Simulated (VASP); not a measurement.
# Sn3Te2O (P4/nmm) in VASP: notebook

The runs below take Sn3Te2O through single point, relaxation of cell and atoms, with PBE.

Everything below comes from runs of VASP 6.6.1. Logs are shortened: lines on timing, memory, paths and dates and some standing lists are left out, and cuts for length are marked.

### Step 1. The cell of the first run

Symmetry: P4/nmm, No. 129, tetragonal system. The conventional cell has a = 4.410 Å, b = 4.410 Å, c = 19.192 Å, α = 90.00°, β = 90.00°, γ = 90.00°. Within 4.5 Å of Sn (site symmetry 4mm) lie 6 Te at 3.08 to 3.48 Å and 8 Sn at 4.24 to 4.41 Å. Within 4.0 Å of Sn (site symmetry 4mm) lie 5 Te at 3.02 to 3.12 Å. Within 3.2 Å of Sn (site symmetry 4mm) lie 4 O at 2.39 Å. Te (site symmetry 4mm) has 6 Sn at 3.02 to 3.48 Å within 4.0 Å. Te (site symmetry 4mm) has 6 Sn at 3.08 to 3.79 Å within 4.1 Å. Within 3.2 Å of O (site symmetry -4m2) lie 4 Sn at 2.39 Å and 4 O at 3.12 Å.

### Step 2. Single point, PBE

INCAR reads:

```
SYSTEM = Sn3Te2O
PREC = Accurate
ENCUT = 520
EDIFF = 1E-6
ISMEAR = 0
SIGMA = 0.15
LREAL = .False.
LASPH = .True.
NELM = 100
ALGO = Normal
ISIF = 2
LWAVE = .False.
LCHARG = .False.
GGA = PE
NBANDS = 72
```

KPOINTS reads:

```
regular mesh
0
Gamma
  3 3 1
  0 0 0
```

POSCAR reads:

```
Sn3Te2O
1.0
    4.4098681587      0.0000000000      0.0000000000
    0.0000000000      4.4098681587      0.0000000000
    0.0000000000      0.0000000000     19.1923142497
Sn Te O
6 4 2
Direct
    0.5000000000      0.0000000000      0.4056040782
    0.0000000000      0.5000000000      0.5943959218
    0.0000000000      0.5000000000      0.2556297029
    0.0000000000      0.5000000000      0.9524945156
    0.5000000000      0.0000000000      0.0475054844
    0.5000000000      0.0000000000      0.7443702971
    0.0000000000      0.5000000000      0.4129222637
    0.5000000000      0.0000000000      0.5870777363
    0.5000000000      0.0000000000      0.2450972104
    0.0000000000      0.5000000000      0.7549027896
    0.5000000000      0.5000000000      0.0000000000
    0.0000000000      0.0000000000      0.0000000000
```

Potentials or basis: VASP PAW PBE potentials, release 64 (Sn_d, Te, O).

Command:

```console
> cat potpaw_PBE.64/Sn_d/POTCAR potpaw_PBE.64/Te/POTCAR potpaw_PBE.64/O/POTCAR > POTCAR
> mpirun -np 1 vasp_std > vasp.out
```

OUTCAR:

```text
SYSTEM = Sn3Te2O
   PREC = Accurate
   ENCUT = 520
   EDIFF = 1E-6
   ISMEAR = 0
   LREAL = .False.
   LASPH = .True.
   NELM = 100
   ISIF = 2
   GGA = PE

 ion  position               nearest neighbor table
   1  0.500  0.000  0.406-   9 3.08   7 3.12   7 3.12   7 3.12   7 3.12   8 3.48
   2  0.000  0.500  0.594-  10 3.08   8 3.12   8 3.12   8 3.12   8 3.12   7 3.48
   3  0.000  0.500  0.256-   7 3.02   9 3.12   9 3.12   9 3.12   9 3.12
   4  0.000  0.500  0.952-  11 2.39  12 2.39  12 2.39  11 2.39   5 3.61   5 3.61   5 3.61   5 3.61

   5  0.500  0.000  0.048-  11 2.39  12 2.39  11 2.39  12 2.39   4 3.61   4 3.61   4 3.61   4 3.61

   6  0.500  0.000  0.744-   8 3.02  10 3.12  10 3.12  10 3.12  10 3.12
   7  0.000  0.500  0.413-   3 3.02   1 3.12   1 3.12   1 3.12   1 3.12   2 3.48
   8  0.500  0.000  0.587-   6 3.02   2 3.12   2 3.12   2 3.12   2 3.12   1 3.48
   9  0.500  0.000  0.245-   1 3.08   3 3.12   3 3.12   3 3.12   3 3.12
  10  0.000  0.500  0.755-   2 3.08   6 3.12   6 3.12   6 3.12   6 3.12
  11  0.500  0.500  0.000-   4 2.39   5 2.39   5 2.39   4 2.39
  12  0.000  0.000  0.000-   4 2.39   5 2.39   4 2.39   5 2.39

  LATTYP: Found a simple tetragonal cell.
 ALAT       =     4.4098681587
 C/A-ratio  =     4.3521288073

  Lattice vectors:

 A1 = (   4.4098681587,   0.0000000000,   0.0000000000)
 A2 = (   0.0000000000,   4.4098681587,   0.0000000000)
 A3 = (   0.0000000000,   0.0000000000,  19.1923142497)

Analysis of symmetry for initial positions (statically):
=====================================================================
 Subroutine PRICEL returns:
 Original cell was already a primitive cell.

 Routine SETGRP: Setting up the symmetry group for a
 simple tetragonal supercell.

 Subroutine GETGRP returns: Found 16 space group operations
 (whereof  8 operations were pure point group operations)
 out of a pool of 16 trial point group operations.

The static configuration has the point symmetry D_2d.
 The point group associated with its full space group is D_4h.

Analysis of symmetry for dynamics (positions and initial velocities):
=====================================================================
 Subroutine PRICEL returns:
 Original cell was already a primitive cell.

 Routine SETGRP: Setting up the symmetry group for a
 simple tetragonal supercell.

 Subroutine GETGRP returns: Found 16 space group operations
 (whereof  8 operations were pure point group operations)
 out of a pool of 16 trial point group operations.

The dynamic configuration has the point symmetry D_2d.
 The point group associated with its full space group is D_4h.

 Subroutine INISYM returns: Found 16 space group operations
[... 110 lines left out ...]
   ISMEAR =     0;   SIGMA  =   0.15  broadening in eV -4-tet -1-fermi 0-gaus
   EFERMI_NEDOS =   21; number of points for ismear=-14 and -15
   IALGO  =     38    algorithm
   IMIX   =      4    mixing-type and parameters
     AMIX     =   0.40;   BMIX     =  1.00
     AMIX_MAG =   1.60;   BMIX_MAG =  1.00
  volume/ion in A,a.u.               =      31.10       209.89
  Fermi-wavevector in a.u.,A,eV,Ry     =   1.121525  2.119375 17.113665  1.257819
  Thomas-Fermi vector in A             =   2.258179
   LORBIT       =      0    0 simple, 1 ext, 2 COOP (PROOUT), +10 PAW based schemes
   GGA     = PE    functional components
   LHFCALC =     F    Hartree Fock is set to
   AEXX    =    0.0000 exact exchange contribution
   IVDW    =     0    specifies the selected vdW correction
   LEPSILON=     F    determine dielectric tensor
   LRPA    =     F    only Hartree local field effects (RPA)
 non-spin polarized calculation
 Gauss-broadening in eV      SIGMA  =   0.15
  energy-cutoff  :      520.00
  volume of cell :      373.23
 maximum number of plane-waves:     10058
 NGX is ok and might be reduce to    36
   NGX = 17   NGY = 17   NGZ = 71

 number of electron     119.9999939 magnetization

 Free energy of the ion-electron system (eV)
  ---------------------------------------------------
  ext. energy  EPLUGINS =         0.00000000
  ---------------------------------------------------
  free energy    TOTEN  =       -51.70740383 eV

  energy without entropy =      -51.70727477  energy(sigma->0) =      -51.70733930

 E-fermi :   5.3919     XC(G=0):  -8.7789

 val. band max:        5.0133755271   @ k =   0.3333   0.0000   0.0000
 cond. band min:       5.7704350977   @ k =   0.3333   0.0000   0.0000
 fundamental gap:      0.7570595706
 Fermi energy:         5.3919097412

 k-point     1 :       0.0000    0.0000    0.0000
  band No.  band energies     occupation
      1     -16.4959      2.00000
      2     -16.4958      2.00000
      3     -16.4621      2.00000
      4     -16.4621      2.00000
      5     -16.4621      2.00000
      6     -16.4621      2.00000
[... 214 lines left out ...]
     71       8.7983      0.00000
     72       9.0255      0.00000

------------------------ aborting loop because EDIFF is reached ----------------------------------------

  FORCE on cell =-STRESS in cart. coord.  units (eV):
  Direction    XX          YY          ZZ          XY          YZ          ZX
  --------------------------------------------------------------------------------------
  -------------------------------------------------------------------------------------
  Total        0.2911433      0.2911433      1.0198828      0.0000000      0.0000000      0.0000000
  in kB        1.2497953      1.2497953      4.3780659      0.0000000      0.0000000      0.0000000
  external PRESSURE =       2.2925522 kB  Pullay stress =       0.0000000 kB

 VOLUME and BASIS-vectors are now :
 -----------------------------------------------------------------------------
  energy-cutoff  :      520.00
  volume of cell :      373.23
      direct lattice vectors                 reciprocal lattice vectors
     4.409868159  0.000000000  0.000000000     0.226764149  0.000000000  0.000000000
     0.000000000  4.409868159  0.000000000     0.000000000  0.226764149  0.000000000
     0.000000000  0.000000000 19.192314250     0.000000000  0.000000000  0.052104191

 POSITION                                       TOTAL-FORCE (eV/Angst)
 -----------------------------------------------------------------------------------
      2.20493      0.00000      7.78448         0.000000      0.000000      0.030146
      0.00000      2.20493     11.40783        -0.000000     -0.000000     -0.030146
      0.00000      2.20493      4.90613        -0.000000      0.000000      0.004092
      0.00000      2.20493     18.28057        -0.000000      0.000000     -0.041039
      2.20493      0.00000      0.91174         0.000000      0.000000      0.041039
      2.20493      0.00000     14.28619        -0.000000      0.000000     -0.004092
      0.00000      2.20493      7.92493        -0.000000      0.000000      0.042579
      2.20493      0.00000     11.26738         0.000000      0.000000     -0.042579
      2.20493      0.00000      4.70398        -0.000000      0.000000     -0.024226
      0.00000      2.20493     14.48833        -0.000000      0.000000      0.024226
      2.20493      2.20493      0.00000        -0.000000      0.000000      0.000000
      0.00000      0.00000      0.00000        -0.000000      0.000000      0.000000
 -----------------------------------------------------------------------------------
    total drift:                                0.000000      0.000000      0.000000

  FREE ENERGIE OF THE ION-ELECTRON SYSTEM (eV)
  ---------------------------------------------------
  free  energy   TOTEN  =       -51.7074038311 eV

  energy  without entropy=      -51.7072747736  energy(sigma->0) =      -51.70733930
```

OSZICAR:

```text
N       E                     dE             d eps       ncg     rms          rms(c)
DAV:   1     0.138440775973E+04    0.13844E+04   -0.53511E+04   464   0.202E+03
DAV:   2     0.210922185576E+03   -0.11735E+04   -0.11410E+04   440   0.607E+02
DAV:   3    -0.331140757839E+02   -0.24404E+03   -0.23488E+03   496   0.217E+02
DAV:   4    -0.557732672659E+02   -0.22659E+02   -0.22339E+02   520   0.655E+01
DAV:   5    -0.566401924303E+02   -0.86693E+00   -0.86437E+00   536   0.131E+01    0.168E+01
DAV:   6    -0.516402375182E+02    0.50000E+01   -0.28218E+01   696   0.263E+01    0.990E+00
DAV:   7    -0.517465202688E+02   -0.10628E+00   -0.58235E+00   488   0.646E+00    0.581E+00
DAV:   8    -0.518084896424E+02   -0.61969E-01   -0.22981E+00   624   0.484E+00    0.261E+00
DAV:   9    -0.516965714050E+02    0.11192E+00   -0.49590E-01   592   0.238E+00    0.686E-01
DAV:  10    -0.517033723784E+02   -0.68010E-02   -0.11364E-01   560   0.107E+00    0.337E-01
DAV:  11    -0.517061341675E+02   -0.27618E-02   -0.13040E-02   568   0.440E-01    0.165E-01
DAV:  12    -0.517069969416E+02   -0.86277E-03   -0.27584E-03   576   0.196E-01    0.815E-02
DAV:  13    -0.517072264893E+02   -0.22955E-03   -0.36273E-04   576   0.676E-02    0.450E-02
DAV:  14    -0.517073693404E+02   -0.14285E-03   -0.13647E-04   496   0.545E-02    0.172E-02
DAV:  15    -0.517073972063E+02   -0.27866E-04   -0.63624E-05   528   0.265E-02    0.580E-03
DAV:  16    -0.517074017575E+02   -0.45511E-05   -0.10817E-05   496   0.153E-02    0.378E-03
DAV:  17    -0.517074036550E+02   -0.18976E-05   -0.36534E-06   360   0.873E-03    0.144E-03
DAV:  18    -0.517074038311E+02   -0.17612E-06   -0.29083E-07   320   0.253E-03
   1 F= -.51707404E+02 E0= -.51707339E+02  d E =-.129058E-03
```

It took 2.2 min on 1 thread of Intel Xeon Platinum 8259CL at 2.50GHz (Skylake/Cascade Lake), shared host; peak memory 0.47 GiB.

What came out:

- Free energy: -51.7074 eV
- Pressure: 0.2 GPa
- Largest force: 0.043 eV/Å
- Band gap on the k mesh: 0.76 eV

Forces in eV/Å, atoms in the order of the input:
```
Sn   0.000  0.000  0.030
Sn   0.000  0.000 -0.030
Sn   0.000  0.000  0.004
Sn   0.000  0.000 -0.041
Sn   0.000  0.000  0.041
Sn   0.000  0.000 -0.004
Te   0.000  0.000  0.043
Te   0.000  0.000 -0.043
Te   0.000  0.000 -0.024
Te   0.000  0.000  0.024
O    0.000  0.000  0.000
O    0.000  0.000  0.000
```

Caveat: the k points lie up to 0.47 Å⁻¹ apart; semilocal functionals underestimate gaps, and a narrow one can read as zero; spin-orbit coupling is left out, which moves the levels of the heavy elements.

### Step 3. Single point, PBE

This run uses another cell than the first one, of 32.35 Å³/atom.

INCAR reads:

```
SYSTEM = Sn3Te2O
PREC     = Accurate       ! precision mode
ENCUT    = 520            ! plane-wave cutoff, eV
EDIFF    = 1E-7           ! SCF threshold, eV
ISMEAR   = 0              ! smearing method
SIGMA    = 0.1            ! smearing width, eV
LREAL    = .False.        ! projectors in reciprocal space
LASPH    = .True.         ! aspherical terms in the spheres
NELM     = 80             ! most SCF steps
ALGO     = Normal         ! electronic algorithm
ISIF     = 2              ! what is computed and relaxed
LWAVE    = .False.        ! write WAVECAR
LCHARG   = .False.        ! write CHGCAR
GGA      = PE             ! functional
NBANDS   = 72             ! bands
```

KPOINTS reads:

```
regular mesh
0
Gamma
  4 4 1
  0 0 0
```

POSCAR reads:

```
Sn3Te2O
1.0
    4.4164830497      0.0000000000      0.0000000000
    0.0000000000      4.4164830497      0.0000000000
    0.0000000000      0.0000000000     19.9008433473
Sn Te O
6 4 2
Direct
    0.5000000000      0.0000000000      0.4067995605
    1.0000000000      0.5000000000      0.5932004395
    1.0000000000      0.5000000000      0.2690653945
    0.0000000000      0.5000000000      0.9537886290
    0.5000000000      0.0000000000      0.0462113710
    0.5000000000      0.0000000000      0.7309346055
    1.0000000000      0.5000000000      0.4192263123
    0.5000000000      0.0000000000      0.5807736877
    0.5000000000      0.0000000000      0.2545495213
    1.0000000000      0.5000000000      0.7454504787
    0.5000000000      0.5000000000      1.0000000000
    0.0000000000      0.0000000000      1.0000000000
```

Potentials or basis: VASP PAW PBE potentials, release 64 (Sn_d, Te, O).

Command:

```console
> cat potpaw_PBE.64/Sn_d/POTCAR potpaw_PBE.64/Te/POTCAR potpaw_PBE.64/O/POTCAR > POTCAR
> mpirun -np 1 vasp_std > vasp.out
```

Wall time 4.3 min (1 thread of Intel Xeon Platinum 8259CL at 2.50GHz (Skylake/Cascade Lake), shared host); peak memory 0.51 GiB.

The run converged. Its results:

| Property | Result |
| --- | --- |
| Free energy | -51.5310 eV |
| Pressure | -0.2 GPa |
| Largest force | 0.081 eV/Å |
| Band gap on the k mesh | 0.88 eV (least direct gap 0.91 eV) |

Forces in eV/Å, atoms in the order of the input:
```
Sn   0.000  0.000 -0.065
Sn   0.000  0.000  0.065
Sn   0.000  0.000  0.081
Sn   0.000  0.000 -0.047
Sn   0.000  0.000  0.047
Sn   0.000  0.000 -0.081
Te   0.000  0.000 -0.047
Te   0.000  0.000  0.047
Te   0.000  0.000  0.041
Te   0.000  0.000 -0.041
O    0.000  0.000  0.000
O    0.000  0.000  0.000
```

Stress tensor (GPa, compression positive):
```
-0.04  0.00  0.00
 0.00 -0.04  0.00
 0.00  0.00 -0.37
```

Levels at points of the mesh, in eV from the valence-band top:
```
           k point  band 57  band 58  band 59  band 60  band 61  band 62  band 63  band 64
(0.00, 0.00, 0.00)    -1.98    -1.36    -1.25    -0.92     1.10     1.43     1.85     2.52
(0.50, 0.00, 0.00)    -0.35    -0.35     0.00     0.00     0.91     0.91     0.94     0.94
(0.50, 0.50, 0.00)    -1.71    -1.71    -0.96    -0.96     1.89     1.89     2.01     2.01
```

Caveat: spin-orbit coupling is left out, which moves the levels of the heavy elements.

### Step 4. Relaxation of cell and atoms, PBE

This run uses another cell than the first one, of 25.80 Å³/atom.

INCAR reads:

```
SYSTEM = Sn3Te2O
PREC = Accurate
ENCUT = 600
EDIFF = 1E-6
ISMEAR = 0
SIGMA = 0.15
LREAL = .False.
LASPH = .True.
NELM = 80
ALGO = Normal
ISIF = 3
LWAVE = .False.
LCHARG = .False.
GGA = PE
IBRION = 2
NSW = 36
EDIFFG = -0.08
```

KPOINTS reads:

```
regular mesh
0
Gamma
  3 3 1
  0 0 0
```

POSCAR reads:

```
Sn3Te2O
1.0
    4.2000000000      0.0000000000      0.0000000000
    0.0000000000      4.2000000000      0.0000000000
    0.0000000000      0.0000000000     17.5500000000
Sn Te O
6 4 2
Direct
    0.5000000000      0.0000000000      0.4120000000
    0.0000000000      0.5000000000      0.5880000000
    0.0000000000      0.5000000000      0.2360000000
    0.0000000000      0.5000000000      0.9350000000
    0.5000000000      0.0000000000      0.0650000000
    0.5000000000      0.0000000000      0.7640000000
    0.0000000000      0.5000000000      0.4120000000
    0.5000000000      0.0000000000      0.5880000000
    0.5000000000      0.0000000000      0.2360000000
    0.0000000000      0.5000000000      0.7640000000
    0.5000000000      0.5000000000      0.0000000000
    0.0000000000      0.0000000000      0.0000000000
```

Command:

```console
> cat potpaw_PBE.64/Sn_d/POTCAR potpaw_PBE.64/Te/POTCAR potpaw_PBE.64/O/POTCAR > POTCAR
> mpirun -np 1 vasp_std > vasp.out
```

Run time: 41 min. Hardware: 1 thread of Intel Xeon Platinum 8259CL at 2.50GHz (Skylake/Cascade Lake), shared host; peak memory 0.51 GiB.

It converged, with:

```yaml
Free_energy: -51.7005 eV
Relaxed_volume: 31.37 Å³/atom
Relaxed_cell: a = 4.396 Å, b = 4.396 Å, c = 19.481 Å, α = 90.00°, β = 90.00°, γ = 90.00°
Space_group_after_relaxing_to_0.1_Å: P4/nmm (No. 129)
Energy_gained_by_relaxing: 151.1 meV/atom
Ionic_steps: 29
Pressure_after_relaxing: 0.2 GPa
Largest_force_after_relaxing: 0.057 eV/Å
Band_gap_on_the_k_mesh: 0.71 eV
```

Forces on the atoms (eV/Å):
```
Sn   0.000  0.000 -0.012
Sn   0.000  0.000  0.012
Sn   0.000  0.000  0.039
Sn   0.000  0.000 -0.005
Sn   0.000  0.000  0.005
Sn   0.000  0.000 -0.039
Te   0.000  0.000 -0.041
Te   0.000  0.000  0.041
Te   0.000  0.000  0.057
Te   0.000  0.000 -0.057
O    0.000  0.000  0.000
O    0.000  0.000  0.000
```

Stress tensor (GPa, compression positive):
```
 0.27  0.00  0.00
 0.00  0.27  0.00
 0.00  0.00 -0.02
```

Step by step:
```tsv
step	energy change (eV)	largest force (eV/Å)	pressure (GPa)	volume (Å³)
1	0.0000	2.3703	6.20	309.58
2	-1.2623	1.6842	-0.84	356.50
3	-1.2704	1.6450	-1.26	360.46
4	-1.5815	0.6519	-0.21	357.16
5	-1.6457	0.2863	0.68	354.89
6	-1.6774	0.2839	0.02	361.73
7	-1.6815	0.2776	-0.33	365.55
8	-1.7040	0.2131	-0.11	366.29
9	-1.7159	0.2973	0.23	367.33
10	-1.7354	0.1996	-0.14	371.94
11	-1.7392	0.2161	-0.38	375.07
12	-1.7540	0.2186	-0.02	373.47
13	-1.7555	0.2196	0.17	372.73
14	-1.7674	0.1756	0.04	374.27
15	-1.7747	0.2092	-0.16	376.49
16	-1.7826	0.1350	0.20	374.62
17	-1.7827	0.1401	0.23	374.50
18	-1.7888	0.1365	-0.06	377.55
19	-1.7888	0.1362	-0.09	377.82
20	-1.7937	0.1085	-0.01	377.35
21	-1.7976	0.1532	0.12	376.61
22	-1.8018	0.0944	-0.04	377.59
23	-1.8038	0.1169	-0.22	378.76
24	-1.8067	0.1117	-0.17	378.16
25	-1.8101	0.1017	-0.05	376.98
26	-1.8071	0.1102	0.20	374.61
27	-1.8106	0.0961	0.02	376.34
28	-1.8123	0.0858	0.05	376.37
29	-1.8137	0.0566	0.17	376.45
```

Final structure:
```xyz
12
Lattice="4.3960 0.0000 0.0000 0.0000 4.3960 0.0000 0.0000 0.0000 19.4805" Properties=species:S:1:pos:R:3 pbc="T T T"
Sn    2.1980    0.0000    7.9193
Sn    0.0000    2.1980   11.5612
Sn    0.0000    2.1980    5.0508
Sn    0.0000    2.1980   18.5517
Sn    2.1980    0.0000    0.9288
Sn    2.1980    0.0000   14.4297
Te    0.0000    2.1980    8.0935
Te    2.1980    0.0000   11.3870
Te    2.1980    0.0000    4.8047
Te    0.0000    2.1980   14.6759
O     2.1980    2.1980    0.0000
O     0.0000    0.0000    0.0000
```

Levels at points of the mesh, in eV from the valence-band top:
| k point | band 57 | band 58 | band 59 | band 60 | band 61 | band 62 | band 63 | band 64 |
| --- | --- | --- | --- | --- | --- | --- | --- | --- |
| (0.00, 0.00, 0.00) | -1.99 | -1.36 | -1.19 | -0.78 | 1.14 | 1.49 | 1.99 | 2.59 |

Caveat: the k points lie up to 0.48 Å⁻¹ apart in the final cell; the volume moved by over 15 % at a fixed basis, so the end points are rough; semilocal functionals underestimate gaps, and a narrow one can read as zero; spin-orbit coupling is left out, which moves the levels of the heavy elements; the relaxation stopped at a loose force limit of 0.08 eV/Å, so its end isn't a converged minimum. A k mesh can miss the band edges.

### Step 5. Overview

| task | cell | k mesh | cutoff (eV) | smearing | gap on the mesh (eV) | pressure (GPa) | largest force (eV/Å) |
| --- | --- | --- | --- | --- | --- | --- | --- |
| single point | a = 4.410, b = 4.410, c = 19.192 Å, 12 atoms, atomic positions A | 3 × 3 × 1 | 520 | gaussian 0.15 eV | 0.76 | 0.2 | 0.04 |
| single point | a = 4.416, b = 4.416, c = 19.901 Å, 12 atoms, atomic positions B | 4 × 4 × 1 | 520 | gaussian 0.1 eV | 0.88 | -0.2 | 0.08 |
| relaxation of cell and atoms | relaxed from a = 4.200, b = 4.200, c = 17.550 Å, 12 atoms, atomic positions C | 3 × 3 × 1 | 600 | gaussian 0.15 eV | 0.71 | 0.2 | 0.06 |

Alike in all rows: level PBE; potentials or basis VASP PAW PBE potentials, release 64 (Sn_d, Te, O); no spin polarisation.

Caveats: some runs use coarse meshes; spin-orbit coupling is left out, which moves the levels of the heavy elements; semilocal functionals underestimate gaps, and a narrow one can read as zero (at least some runs); the volume moved by over 15 % at a fixed basis, so the end points are rough (at least some runs); the relaxation stopped at a loose force limit of 0.08 eV/Å, so its end isn't a converged minimum (at least some runs).

Absolute energies hang on the potentials; compare differences alone.
